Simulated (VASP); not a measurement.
# Mg (Im-3m) in VASP: notebook

Runs on Mg. Level: PBE. Tasks: single point.

All numbers are computed with VASP 6.6.1; they aren't measurements. Logs are shortened: lines on timing, memory, paths and dates and some standing lists are left out, and cuts for length are marked.

## 1. The cell of the first run

Symmetry: Im-3m, No. 229, cubic system. Conventional cell: a = 3.580 Å, b = 3.580 Å, c = 3.580 Å, α = 90.00°, β = 90.00°, γ = 90.00°. Within 4.1 Å of Mg (site symmetry m-3m) lie 14 Mg at 3.10 to 3.58 Å.

## 2. Single point, PBE

The input, INCAR:

```
SYSTEM = Mg
ALGO = Normal
EDIFF = 1E-6
ENCUT = 520
GGA = PE
ISIF = 2
ISMEAR = 0
LASPH = .True.
LCHARG = .False.
LREAL = .False.
LWAVE = .False.
NBANDS = 7
NELM = 60
PREC = Accurate
SIGMA = 0.05
```

The input, KPOINTS:

```
k-points
0
Gamma
  16 16 16
  0 0 0
```

The input, POSCAR:

```
Mg
1.0
   -1.7899287686      1.7899287686      1.7899287686
    1.7899287686     -1.7899287686      1.7899287686
    1.7899287686      1.7899287686     -1.7899287686
Mg
1
Direct
    0.0000000000      0.0000000000      0.0000000000
```

Potentials or basis: VASP PAW PBE potentials, release 64 (Mg).

Run with:

```bash
> cat potpaw_PBE.64/Mg/POTCAR > POTCAR
> mpirun -np 1 vasp_std > vasp.out
```

OUTCAR:

```text
SYSTEM = Mg
   EDIFF = 1E-6
   ENCUT = 520
   GGA = PE
   ISIF = 2
   ISMEAR = 0
   LASPH = .True.
   LREAL = .False.
   NELM = 60
   PREC = Accurate

 ion  position               nearest neighbor table
   1  0.000  0.000  0.000-

  LATTYP: Found a body centered cubic cell.
 ALAT       =     3.5798575372

  Lattice vectors:

 A1 = (  -1.7899287686,   1.7899287686,   1.7899287686)
 A2 = (   1.7899287686,  -1.7899287686,   1.7899287686)
 A3 = (   1.7899287686,   1.7899287686,  -1.7899287686)

Analysis of symmetry for initial positions (statically):
=====================================================================
 Subroutine PRICEL returns:
 Original cell was already a primitive cell.

 Routine SETGRP: Setting up the symmetry group for a
 body centered cubic supercell.

 Subroutine GETGRP returns: Found 48 space group operations
 (whereof 48 operations were pure point group operations)
 out of a pool of 48 trial point group operations.

The static configuration has the point symmetry O_h .

Analysis of symmetry for dynamics (positions and initial velocities):
=====================================================================
 Subroutine PRICEL returns:
 Original cell was already a primitive cell.

 Routine SETGRP: Setting up the symmetry group for a
 body centered cubic supercell.

 Subroutine GETGRP returns: Found 48 space group operations
 (whereof 48 operations were pure point group operations)
 out of a pool of 48 trial point group operations.

The dynamic configuration has the point symmetry O_h .

 Subroutine INISYM returns: Found 48 space group operations
 (whereof 48 operations are pure point group operations),
 and found     1 'primitive' translations

----------------------------------------------------------------------------------------

                                     Primitive cell

  volume of cell :      22.9386

  direct lattice vectors                    reciprocal lattice vectors
    -1.789928769  1.789928769  1.789928769     0.000000000  0.279340725  0.279340725
     1.789928769 -1.789928769  1.789928769     0.279340725  0.000000000  0.279340725
     1.789928769  1.789928769 -1.789928769     0.279340725  0.279340725  0.000000000

  length of vectors
     3.100247569  3.100247569  3.100247569     0.395047442  0.395047442  0.395047442

  position of ions in fractional coordinates (direct lattice)
     0.000000000  0.000000000  0.000000000

  ion indices of the primitive-cell ions
   primitive index   ion index
                 1           1

----------------------------------------------------------------------------------------

 KPOINTS: k-points

Automatic generation of k-mesh.
 Grid dimensions read from file:
 generate k-points for:   16   16   16

 Generating k-lattice:

  Cartesian coordinates                     Fractional coordinates (reciprocal lattice)
     0.000000000  0.017458795  0.017458795     0.062500000  0.000000000  0.000000000
     0.017458795  0.000000000  0.017458795     0.000000000  0.062500000  0.000000000
     0.017458795  0.017458795  0.000000000     0.000000000  0.000000000  0.062500000

  Length of vectors
     0.024690465  0.024690465  0.024690465

  Shift w.r.t. Gamma in fractional coordinates (k-lattice)
     0.000000000  0.000000000  0.000000000

 Subroutine IBZKPT returns following result:
 ===========================================

 Found    145 irreducible k-points:

 Following reciprocal coordinates:
            Coordinates               Weight
  0.000000  0.000000  0.000000      1.000000
  0.062500  0.000000  0.000000     12.000000
  0.125000  0.000000  0.000000     12.000000
  0.187500  0.000000  0.000000     12.000000
  0.250000  0.000000  0.000000     12.000000
  0.312500  0.000000  0.000000     12.000000
[... 16 lines left out ...]
  0.187500  0.187500  0.000000     24.000000
  0.250000  0.187500  0.000000     48.000000
 [... further k-points ...]
   k-points           NKPTS =    145   k-points in BZ     NKDIM =    145   number of bands    NBANDS=      7
   number of dos      NEDOS =    301   number of ions     NIONS =      1
   total plane-waves  NPLWV =  13824
   dimension x,y,z NGX =    24 NGY =   24 NGZ =   24
   dimension x,y,z NGXF=    48 NGYF=   48 NGZF=   48
   ions per type =               1
   NGX,Y,Z   is equivalent  to a cutoff of  12.87, 12.87, 12.87 a.u.
   NGXF,Y,Z  is equivalent  to a cutoff of  25.74, 25.74, 25.74 a.u.
 SYSTEM =  Mg
   PREC   = accura    normal or accurate (medium, high low for compatibility)
   ISTART =      0    job   : 0-new  1-cont  2-samecut
   ICHARG =      2    charge: 1-file 2-atom 10-const
   ISPIN  =      1    spin polarized calculation?
   LNONCOLLINEAR =      F non collinear calculations
   LSORBIT =      F    spin-orbit coupling
   LASPH  =      T    aspherical Exc in radial PAW
   ENCUT  =  520.0 eV  38.22 Ry    6.18 a.u.   5.76  5.76  5.76*2*pi/ulx,y,z
   NELM   =     60;   NELMIN=  2; NELMDL= -5     # of ELM steps
   EDIFF  = 0.1E-05   stopping-criterion for ELM
   LREAL  =      F    real-space projection
   EDIFFG = 0.1E-04   stopping-criterion for IOM
   NSW    =      0    number of steps for IOM
   IBRION =     -1    ionic relax: 0-MD 1-quasi-New 2-CG
   NFREE  =      0    steps in history (QN), initial steepest desc. (CG)
   ISIF   =      2    stress and relaxation
   ISYM   =      2    0-nonsym 1-usesym 2-fastsym
   POTIM  = 0.5000    time-step for ionic-motion
   TEBEG  =    0.0;   TEEND  =   0.0 temperature during run
   PSTRESS=    0.0 pullay stress
   NELECT =       2.0000    total number of electrons
   NUPDOWN=      -1.0000    fix difference up-down
   EMIN   =  10.00;   EMAX   =-10.00  energy-range for DOS
   EFERMI =   0.00;   METHOD = LEGACY
   ISMEAR =     0;   SIGMA  =   0.05  broadening in eV -4-tet -1-fermi 0-gaus
   EFERMI_NEDOS =   21; number of points for ismear=-14 and -15
   IALGO  =     38    algorithm
   IMIX   =      4    mixing-type and parameters
     AMIX     =   0.40;   BMIX     =  1.00
     AMIX_MAG =   1.60;   BMIX_MAG =  1.00
  volume/ion in A,a.u.               =      22.94       154.80
  Fermi-wavevector in a.u.,A,eV,Ry     =   0.725932  1.371812  7.169955  0.526977
  Thomas-Fermi vector in A             =   1.816778
   LORBIT       =      0    0 simple, 1 ext, 2 COOP (PROOUT), +10 PAW based schemes
   GGA     = PE    functional components
   LHFCALC =     F    Hartree Fock is set to
   AEXX    =    0.0000 exact exchange contribution
   IVDW    =     0    specifies the selected vdW correction
   LEPSILON=     F    determine dielectric tensor
   LRPA    =     F    only Hartree local field effects (RPA)
 non-spin polarized calculation
 Gauss-broadening in eV      SIGMA  =   0.05
  energy-cutoff  :      520.00
  volume of cell :       22.94
 maximum number of plane-waves:       637
   NGX = 11   NGY = 11   NGZ = 11

 number of electron       2.0000000 magnetization

 Free energy of the ion-electron system (eV)
  ---------------------------------------------------
  ext. energy  EPLUGINS =         0.00000000
  ---------------------------------------------------
  free energy    TOTEN  =        -1.47750495 eV

  energy without entropy =       -1.47691980  energy(sigma->0) =       -1.47721238

 E-fermi :   2.6764     XC(G=0):  -8.4969

 val. band max:        2.6380075933   @ k =   0.3750   0.1250   0.0625
 cond. band min:       2.6770444124   @ k =   0.3125   0.1875   0.1875
 fundamental gap:      0.0390368191
 Fermi energy:         2.6764141064

 k-point     1 :       0.0000    0.0000    0.0000
  band No.  band energies     occupation
      1      -4.2938      2.00000
      2      15.6758      0.00000
      3      15.6758      0.00000
      4      15.6758      0.00000
      5      17.6924      0.00000
      6      17.6924      0.00000
      7      17.7753      0.00000

 k-point     2 :       0.0625    0.0000    0.0000
  band No.  band energies     occupation
      1      -4.2018      2.00000
      2      14.5746      0.00000
      3      15.2043      0.00000
      4      15.2191      0.00000
      5      16.7306      0.00000
      6      16.9392      0.00000
      7      17.9501      0.00000

 k-point     3 :       0.1250    0.0000    0.0000
  band No.  band energies     occupation
      1      -3.9263      2.00000
      2      12.4828      0.00000
      3      14.3147      0.00000
      4      14.4406      0.00000
      5      15.7245      0.00000
      6      16.4147      0.00000
      7      18.2289      0.00000

 k-point     4 :       0.1875    0.0000    0.0000
  band No.  band energies     occupation
      1      -3.4688      2.00000
      2      10.3338      0.00000
      3      13.4341      0.00000
      4      13.7088      0.00000
      5      14.8517      0.00000
      6      15.8708      0.00000
      7      18.6982      0.00000

 k-point     5 :       0.2500    0.0000    0.0000
  band No.  band energies     occupation
      1      -2.8320      2.00000
      2       8.2815      0.00000
      3      12.6751      0.00000
      4      13.0932      0.00000
      5      14.1333      0.00000
      6      15.3249      0.00000
      7      19.3143      0.00000
[... 161 lines left out ...]
 k-point    22 :       0.4375    0.1250    0.0000
  band No.  band energies     occupation
      1       1.4189      2.00000
      2       2.0076      2.00000
      3       8.5614      0.00000
      4      11.4070      0.00000
      5      14.2163      0.00000
      6      16.8628      0.00000
      7      20.2992      0.00000

 k-point    23 :       0.1875    0.1875    0.0000
  band No.  band energies     occupation
      1      -1.8399      2.00000
      2       7.4944      0.00000
      3       8.2901      0.00000
      4      12.0422      0.00000
      5      15.6982      0.00000
      6      16.5913      0.00000
      7      20.0455      0.00000

 k-point    24 :       0.2500    0.1875    0.0000
  band No.  band energies     occupation
      1      -0.9476      2.00000
      2       5.9361      0.00000
      3       7.5149      0.00000
      4      11.5779      0.00000
      5      15.5509      0.00000
      6      17.0453      0.00000
      7      19.7203      0.00000

 [... further k-points ...]
[... 5 lines left out ...]
  --------------------------------------------------------------------------------------
  -------------------------------------------------------------------------------------
  Total       -0.0178819     -0.0178819     -0.0178819     -0.0000000     -0.0000000      0.0000000
  in kB       -1.2489864     -1.2489864     -1.2489864     -0.0000000     -0.0000000      0.0000000
  external PRESSURE =      -1.2489864 kB  Pullay stress =       0.0000000 kB

 VOLUME and BASIS-vectors are now :
 -----------------------------------------------------------------------------
  energy-cutoff  :      520.00
  volume of cell :       22.94
      direct lattice vectors                 reciprocal lattice vectors
    -1.789928769  1.789928769  1.789928769     0.000000000  0.279340725  0.279340725
     1.789928769 -1.789928769  1.789928769     0.279340725  0.000000000  0.279340725
     1.789928769  1.789928769 -1.789928769     0.279340725  0.279340725  0.000000000

 POSITION                                       TOTAL-FORCE (eV/Angst)
 -----------------------------------------------------------------------------------
      0.00000      0.00000      0.00000         0.000000     -0.000000      0.000000
 -----------------------------------------------------------------------------------
    total drift:                               -0.000000      0.000000      0.000000

  FREE ENERGIE OF THE ION-ELECTRON SYSTEM (eV)
  ---------------------------------------------------
  free  energy   TOTEN  =        -1.4775049524 eV

  energy  without entropy=       -1.4769197978  energy(sigma->0) =       -1.47721238
```

Run time: 16 s. Hardware: 1 thread of AMD EPYC 7R43 (Zen 3), shared host; peak memory 0.12 GiB.

What came out:

| Property | Result |
| --- | --- |
| Free energy | -1.4775 eV |
| Pressure | -0.1 GPa |
| Band gap on the k mesh | zero (band 1 reaches 6.51 eV, above the bottom of band 2 at 1.74 eV) |

## 3. Single point, PBE

The input, INCAR:

```
PREC = Accurate
ENCUT = 600
EDIFF = 1E-6
ISMEAR = 0
SIGMA = 0.05
LREAL = False
LASPH = True
NELM = 120
ALGO = Normal
ISIF = 2
LWAVE = False
LCHARG = False
GGA = PE
NBANDS = 7
GGA_COMPAT = False
```

The input, KPOINTS:

```
regular mesh
0
Gamma
  16 16 16
```

POSCAR is that of step 2.

Potentials or basis: VASP PAW PBE potentials, release 64 (Mg).

Run with:

```bash
> cat potpaw_PBE.64/Mg/POTCAR > POTCAR
> mpirun -np 1 vasp_std > vasp.out
```

Run time: 33 s. Hardware: 1 thread of Intel Xeon 8259CL, shared host; peak memory 0.17 GiB.

It converged, with:

* Free energy: -1.4776 eV
* Pressure: -0.1 GPa
* Band gap on the k mesh: zero (band 1 reaches 6.51 eV, above the bottom of band 2 at 1.74 eV)

Levels at points of the mesh, in eV from the Fermi level:
```csv
k point,band 1,band 2,band 3,band 4,band 5
"(0.00, 0.00, 0.00)",-6.97,13.00,13.00,13.00,15.02
"(0.50, 0.00, 0.00)",-1.51,-0.93,8.61,9.31,10.18
"(0.50, 0.50, 0.50)",3.83,3.83,3.83,3.98,3.98
```

## 4. Single point, PBE

This run uses another cell than the first one, of 23.19 Å³/atom, 1.011 times its volume.

The input, INCAR:

```
SYSTEM = Mg
PREC = Accurate
ENCUT = 600
EDIFF = 1E-6
ISMEAR = 0
SIGMA = 0.05
LREAL = .FALSE.
LASPH = .TRUE.
NELM = 120
ALGO = Normal
ISIF = 2
LWAVE = .FALSE.
LCHARG = .FALSE.
GGA = PE
NBANDS = 7
GGA_COMPAT = .FALSE.
```

The input, KPOINTS:

```
Automatic mesh
0
G
  16 16 16
  0 0 0
```

The input, POSCAR:

```
Mg
1.0
   -1.7963617851      1.7963617851      1.7963617851
    1.7963617851     -1.7963617851      1.7963617851
    1.7963617851      1.7963617851     -1.7963617851
Mg
1
Direct
    0.0000000000      0.0000000000      0.0000000000
```

Run with:

```bash
> cat potpaw_PBE.64/Mg/POTCAR > POTCAR
> mpirun -np 1 vasp_std > vasp.out
```

Wall time 35 s (1 thread of Intel Xeon 8259CL, shared host); peak memory 0.17 GiB.

Results (log left out):

* Free energy: -1.4771 eV
* Pressure: -0.5 GPa
* Band gap on the k mesh: zero (band 1 reaches 6.42 eV, above the bottom of band 2 at 1.68 eV)

Levels at points of the mesh, in eV from the Fermi level:
| k point | band 1 | band 2 | band 3 | band 4 | band 5 | band 6 |
| --- | --- | --- | --- | --- | --- | --- |
| (0.00, 0.00, 0.00) | -6.92 | 12.93 | 12.93 | 12.93 | 14.93 | 14.93 |
| (0.50, 0.00, 0.00) | -1.49 | -0.94 | 8.57 | 9.23 | 10.11 | 11.38 |
| (0.50, 0.50, 0.50) | 3.80 | 3.80 | 3.80 | 3.98 | 3.98 | 7.37 |

## 5. The runs side by side

| cell | cutoff (eV) | gap on the mesh (eV) | pressure (GPa) |
| --- | --- | --- | --- |
| a = 3.100 Å, angles 109.5°, 1 atom | 520 | none | -0.1 |
| a = 3.100 Å, angles 109.5°, 1 atom | 600 | none | -0.1 |
| a = 3.111 Å, angles 109.5°, 1 atom | 600 | none | -0.5 |

Alike in all rows: task single point; level PBE; potentials or basis VASP PAW PBE potentials, release 64 (Mg); no spin polarisation; k mesh 16 × 16 × 16; smearing gaussian 0.05 eV.

Total energies depend on the potentials used, so only differences within one code and one set of settings carry meaning.
